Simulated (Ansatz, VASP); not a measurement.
## Ti5Si: VASP beside Ansatz

Contents of INCAR:

```
PREC = Accurate ; ENCUT = 520
EDIFF = 1E-7 ; ISMEAR = 0
SIGMA = 0.1 ; LREAL = False
LASPH = True ; NELM = 80
ALGO = Fast ; ISIF = 2
LWAVE = False ; LCHARG = False
GGA = PE ; NBANDS = 41
```

The input KPOINTS:

```
regular mesh
0
Gamma
  4 4 4
```

File POSCAR:

```
Ti5Si
1.0
    2.5881446878      1.4632273258      4.4483080099
   -2.5230840997      1.4504458811      4.4155398125
    0.0214612383     -2.8797452988      4.4207959760
Ti Si
5 1
Direct
    0.1536244382      0.1798274727      0.1474436636
    0.6026145207      0.3887407449      0.0293315758
   -0.0331386840      0.6294481188      0.4008227114
    0.8265757420      0.8522278747      0.8467902262
    0.4015611026     -0.0222253565      0.6210530498
    0.5150708304      0.4990478380      0.4830431954
```

Input for Ansatz:

```yaml
crystal:
  lattice:
    - [2.5881446878, 1.4632273258, 4.4483080099]
    - [-2.5230840997, 1.4504458811, 4.4155398125]
    - [0.0214612383, -2.8797452988, 4.420795976]
  atoms:
    - { symbol: Ti, position: [0.1536244382, 0.1798274727, 0.1474436636] }
    - { symbol: Ti, position: [0.6026145207, 0.3887407449, 0.0293315758] }
    - { symbol: Ti, position: [-0.033138684, 0.6294481188, 0.4008227114] }
    - { symbol: Ti, position: [0.826575742, 0.8522278747, 0.8467902262] }
    - { symbol: Ti, position: [0.4015611026, -0.0222253565, 0.6210530498] }
    - { symbol: Si, position: [0.5150708304, 0.499047838, 0.4830431954] }
basis:
  ecutwfc: 420
kpoints:
  mp_grid: { grid: [4, 4, 4] }
hamiltonian:
  xc: pbe
scf:
  occupations: { method: gaussian, width: 0.1 }
output:
  forces: true
  stress: true
  eigenvalues: true
```

Change from the starting cell: kmesh displaced: [4, 4, 4] Gamma-centred.

Alike in both runs: task single point; functional PBE; k mesh 4 × 4 × 4; occupations gaussian, width 0.1 eV; no spin polarisation.

```csv
,VASP,Ansatz
version,VASP 6.6.1,Ansatz 0.2.0
potentials or method,"VASP PAW PBE potentials, release 64 (Ti_sv, Si), cutoff 520 eV","scalar-relativistic, plane waves, PAW"
valence electrons in the cell,64,64
```

VASP gave:

* gap on the k mesh at the Fermi level (eV): none
* pressure (GPa): 1.4
* traceless stress, the component that is largest in VASP (GPa): 2.41
* rms of the force components (eV/Å): 0.776

Problem. Estimate Ansatz's values.

Solution. gap on the k mesh at the Fermi level (eV): none; pressure (GPa): 1.5; traceless stress, the component that is largest in VASP (GPa): 2.44; rms of the force components (eV/Å): 0.776.

Atom by atom the forces differ by 0.003 eV/Å (rms over components). A gap of «none» marks a metal or a gap that the smearing closes.

The k mesh is coarse, so the values compare programs but aren't converged.
